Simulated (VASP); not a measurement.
# P (R-3m) in VASP: vibrations by perturbation theory with PBEsol

Aim: the vibrations by perturbation theory of P with PBEsol.

Program: VASP 6.6.1. These are calculated values, not measurements. Logs are shortened: lines on timing, memory, paths and dates and some standing lists are left out, and cuts for length are marked.

### Step 1. The cell of the first run

It takes space group R-3m (No. 166, trigonal). The conventional cell has a = 3.451 Å, b = 3.451 Å, c = 9.389 Å, α = 90.00°, β = 90.00°, γ = 120.00°. P (site symmetry 3m) has 6 P at 2.29 to 2.82 Å within 3.0 Å.

### Step 2. Vibrations by perturbation theory, PBEsol

INCAR

```
ALGO = Normal
EDIFF = 1E-8
ENCUT = 520
GGA = PS
IBRION = 8
ISIF = 2
ISMEAR = -1
LASPH = True
LCHARG = False
LREAL = False
LWAVE = False
NBANDS = 12
NELM = 80
NSW = 1
PREC = Accurate
SIGMA = 0.05
```

KPOINTS

```
k-points
0
Gamma
  8 8 8
```

POSCAR

```
P
1.0
    1.7257251800      0.9963479000      3.1296800100
   -1.7257251800      0.9963479000      3.1296800100
    0.0000000000     -1.9926957900      3.1296800100
P
2
Direct
    0.2270802500      0.2270802500      0.2270802500
    0.7729197500      0.7729197500      0.7729197500
```

Potentials or basis: VASP PAW PBE potentials, release 64 (P).

Command:

```sh
cat potpaw_PBE.64/P/POTCAR > POTCAR
mpirun -np 1 vasp_std > vasp.out
```

OUTCAR:

```text
EDIFF = 1E-8
   ENCUT = 520
   GGA = PS
   IBRION = 8
   ISIF = 2
   ISMEAR = -1
   LASPH = True
   LREAL = False
   NELM = 80
   NSW = 1
   PREC = Accurate

 ion  position               nearest neighbor table
   1  0.227  0.227  0.227-   2 2.29   2 2.29   2 2.29   2 2.82   2 2.82   2 2.82
   2  0.773  0.773  0.773-   1 2.29   1 2.29   1 2.29   1 2.82   1 2.82   1 2.82

  LATTYP: Found a trigonal (rhomboedric) cell.
 ALAT       =     3.7102201417
 COS(alpha) =     0.5673129373

  Lattice vectors:

 A1 = (   1.7257251800,   0.9963479000,   3.1296800100)
 A2 = (  -1.7257251800,   0.9963479000,   3.1296800100)
 A3 = (   0.0000000000,  -1.9926957900,   3.1296800100)

Analysis of symmetry for initial positions (statically):
=====================================================================
 Subroutine PRICEL returns:
 Original cell was already a primitive cell.

 Routine SETGRP: Setting up the symmetry group for a
 trigonal (rhombohedral) supercell.

 Subroutine GETGRP returns: Found 12 space group operations
 (whereof 12 operations were pure point group operations)
 out of a pool of 12 trial point group operations.

The static configuration has the point symmetry D_3d.

Analysis of symmetry for dynamics (positions and initial velocities):
=====================================================================
 Subroutine PRICEL returns:
 Original cell was already a primitive cell.

 Routine SETGRP: Setting up the symmetry group for a
 trigonal (rhombohedral) supercell.

 Subroutine GETGRP returns: Found 12 space group operations
 (whereof 12 operations were pure point group operations)
 out of a pool of 12 trial point group operations.

The dynamic configuration has the point symmetry D_3d.

 Subroutine INISYM returns: Found 12 space group operations
 (whereof 12 operations are pure point group operations),
 and found     1 'primitive' translations

----------------------------------------------------------------------------------------

                                     Primitive cell

  volume of cell :      32.2875

  direct lattice vectors                    reciprocal lattice vectors
     1.725725180  0.996347900  3.129680010     0.289733270  0.167277582  0.106507161
    -1.725725180  0.996347900  3.129680010    -0.289733270  0.167277582  0.106507161
     0.000000000 -1.992695790  3.129680010     0.000000000 -0.334555163  0.106507162

  length of vectors
     3.710220142  3.710220142  3.710220139     0.351099605  0.351099605  0.351099605

  position of ions in fractional coordinates (direct lattice)
     0.227080250  0.227080250  0.227080250
     0.772919750  0.772919750  0.772919750

  ion indices of the primitive-cell ions
   primitive index   ion index
                 1           1
                 2           2

----------------------------------------------------------------------------------------

 KPOINTS: k-points

Automatic generation of k-mesh.
 Grid dimensions read from file:
 generate k-points for:    8    8    8

 Generating k-lattice:

  Cartesian coordinates                     Fractional coordinates (reciprocal lattice)
     0.036216659  0.020909698  0.013313395     0.125000000  0.000000000  0.000000000
    -0.036216659  0.020909698  0.013313395     0.000000000  0.125000000  0.000000000
     0.000000000 -0.041819395  0.013313395     0.000000000  0.000000000  0.125000000

  Length of vectors
     0.043887451  0.043887451  0.043887451

  Shift w.r.t. Gamma in fractional coordinates (k-lattice)
     0.000000000  0.000000000  0.000000000

 Subroutine IBZKPT returns following result:
[... 91 lines left out ...]
  ---------------------------------------------------
  ext. energy  EPLUGINS =         0.00000000
  ---------------------------------------------------
  free energy    TOTEN  =       -11.56141690 eV

  energy without entropy =      -11.55733227  energy(sigma->0) =      -11.55937459

 E-fermi :   8.9610     XC(G=0): -10.8717

 val. band max:        8.9423696420   @ k =   0.3750   0.1250   0.1250
 cond. band min:       8.9993310171   @ k =   0.3750   0.3750   0.3750
 fundamental gap:      0.0569613751
 Fermi energy:         8.9610477123

 k-point     1 :       0.0000    0.0000    0.0000
  band No.  band energies     occupation
      1      -7.6174      2.00000
      2       5.3262      2.00000
      3       5.7664      2.00000
      4       6.0349      2.00000
      5       6.0349      2.00000
      6      10.2250      0.00000
      7      11.5388      0.00000
      8      11.5388      0.00000
      9      14.6859      0.00000
     10      14.6859      0.00000
     11      16.0175      0.00000
     12      16.0542      0.00000
[... 331 lines left out ...]
 k-point    24 :       0.3750    0.1250    0.1250
  band No.  band energies     occupation
      1      -6.1925      2.00000
      2       0.3434      2.00000
      3       3.5168      2.00000
      4       5.6848      2.00000
      5       8.9424      1.18464
      6       9.4605      0.00009
      7       9.7817      0.00000
      8      12.6450      0.00000
      9      14.3587      0.00000
     10      15.2859      0.00000
     11      17.0322      0.00000
     12      20.5772      0.00000

 [... further k-points ...]
[... 5 lines left out ...]
  --------------------------------------------------------------------------------------
  -------------------------------------------------------------------------------------
  Total       -0.2507313     -0.2507313     -0.4486115     -0.0000000     -0.0000000      0.0000000
  in kB      -12.4418614    -12.4418613    -22.2611270     -0.0000000     -0.0000000      0.0000000
  external PRESSURE =     -15.7149499 kB  Pullay stress =       0.0000000 kB

 VOLUME and BASIS-vectors are now :
 -----------------------------------------------------------------------------
  energy-cutoff  :      520.00
  volume of cell :       32.29
      direct lattice vectors                 reciprocal lattice vectors
     1.725725180  0.996347900  3.129680010     0.289733270  0.167277582  0.106507161
    -1.725725180  0.996347900  3.129680010    -0.289733270  0.167277582  0.106507161
     0.000000000 -1.992695790  3.129680010     0.000000000 -0.334555163  0.106507162

 POSITION                                       TOTAL-FORCE (eV/Angst)
 -----------------------------------------------------------------------------------
      0.00000      0.00000      2.13207         0.000000      0.000000      0.208236
      0.00000      0.00000      7.25697         0.000000     -0.000000     -0.208236
 -----------------------------------------------------------------------------------
    total drift:                                0.000000     -0.000000     -0.000000

  FREE ENERGIE OF THE ION-ELECTRON SYSTEM (eV)
  ---------------------------------------------------
  free  energy   TOTEN  =       -11.5614169046 eV

  energy  without entropy=      -11.5573322703  energy(sigma->0) =      -11.55937459

[... ionic steps 2 to 3 ...]

--------------------------------------- Ionic step        4  -------------------------------------------

------------------------ aborting loop because EDIFF is reached ----------------------------------------

[... ionic steps 5 to 5 ...]

--------------------------------------- Ionic step        6  -------------------------------------------

 Free energy of the ion-electron system (eV)
  ---------------------------------------------------
  ---------------------------------------------------
  free energy    TOTEN  =        -0.04314445 eV

  energy without entropy =       -0.04313031

------------------------ aborting loop because EDIFF is reached ----------------------------------------

 INTERNAL STRAIN TENSOR  FOR ION    1  DIRECTION 3   (eV/Angst):
 -----------------------------------------------------------------------------
    -7.55556  0.00000  0.00000
     0.00000 -7.55556 -0.00000
     0.00000 -0.00000 -5.70086

 INTERNAL STRAIN TENSOR FOR ION    2 for displacements in x,y,z  (eV/Angst):
          X           Y           Z          XY          YZ          ZX
  --------------------------------------------------------------------------------
  x    -0.00000     0.00000    -0.00000    -0.37310    -0.00000     4.42486
  y    -0.37310     0.37310     0.00000    -0.00000     4.71351    -0.00000
  z     7.55556     7.55556     5.70086     0.00000     0.00000     0.00000

 SECOND DERIVATIVES (NOT SYMMETRIZED)
 ------------------------------------
               1X          1Y          1Z          2X          2Y          2Z
  1X    -5.110821   -0.000000   -0.000000    5.110821    0.000000    0.000000
  1Y     0.000000   -5.110821   -0.000000   -0.000000    5.110821    0.000000
  1Z     0.000000   -0.000000   -7.040113    0.000000    0.000000    7.040113
  2X     5.110821    0.000000    0.000000   -5.110821   -0.000000   -0.000000
  2Y    -0.000000    5.110821    0.000000    0.000000   -5.110821   -0.000000
  2Z     0.000000    0.000000    7.040113    0.000000   -0.000000   -7.040113

 Eigenvectors and eigenvalues of the dynamical matrix
 ----------------------------------------------------

   1 f  =   10.540395 THz    66.227256 2PiTHz  351.589739 cm-1    43.591552 meV
             X         Y         Z           dx          dy          dz
      0.000000  0.000000  2.132066     0.000000    0.000000    0.707107
      0.000000  0.000000  7.256974    -0.000000   -0.000000   -0.707107
[... 11 lines left out ...]
   4 f  =    0.000000 THz     0.000001 2PiTHz    0.000003 cm-1     0.000000 meV
             X         Y         Z           dx          dy          dz
      0.000000  0.000000  2.132066     0.255775    0.657461    0.048207
      0.000000  0.000000  7.256974     0.255775    0.657461    0.048207

   5 f/i=    0.000000 THz     0.000000 2PiTHz    0.000002 cm-1     0.000000 meV
             X         Y         Z           dx          dy          dz
      0.000000  0.000000  2.132066     0.656455   -0.249282   -0.083217
      0.000000  0.000000  7.256974     0.656455   -0.249282   -0.083217

   6 f/i=    0.000000 THz     0.000001 2PiTHz    0.000003 cm-1     0.000000 meV
             X         Y         Z           dx          dy          dz
      0.000000  0.000000  2.132066     0.060380   -0.074855    0.700536
      0.000000  0.000000  7.256974     0.060380   -0.074855    0.700536

--------------------------------------------------------------------------------------------------------

 ELASTIC MODULI CONTR FROM IONIC RELAXATION (kBar)
 Direction    XX          YY          ZZ          XY          YZ          ZX
 --------------------------------------------------------------------------------
 XX        -403.7256   -401.0225   -303.6016     -0.0000     17.0749      0.0000
 YY        -401.0225   -403.7256   -303.6016      0.0000    -17.0749     -0.0000
 ZZ        -303.6016   -303.6016   -229.0752     -0.0000     -0.0000      0.0000
 XY          -0.0000      0.0000     -0.0000     -1.3516      0.0000     16.0293
 YZ          17.0749    -17.0749     -0.0000      0.0000   -215.7120     -0.0000
 ZX           0.0000     -0.0000      0.0000     16.0293     -0.0000   -190.1012
 --------------------------------------------------------------------------------
```

It took 2.4 min on 1 thread of Intel Xeon Platinum 8259CL at 2.50GHz (Skylake/Cascade Lake), shared host; peak memory 0.31 GiB.

What came out:

| Item | Value |
| --- | --- |
| Highest phonon frequency at Γ | 352 cm⁻¹ |

Phonon frequencies in cm⁻¹ (negative: imaginary):
```tsv
q point	frequencies
(0.000, 0.000, 0.000)	0 0 0 300 300 352
```

Caveat: the cell stands under pressure or tension, which shifts response properties; the PAW data sets were made with another functional, which shifts forces and pressure a little.
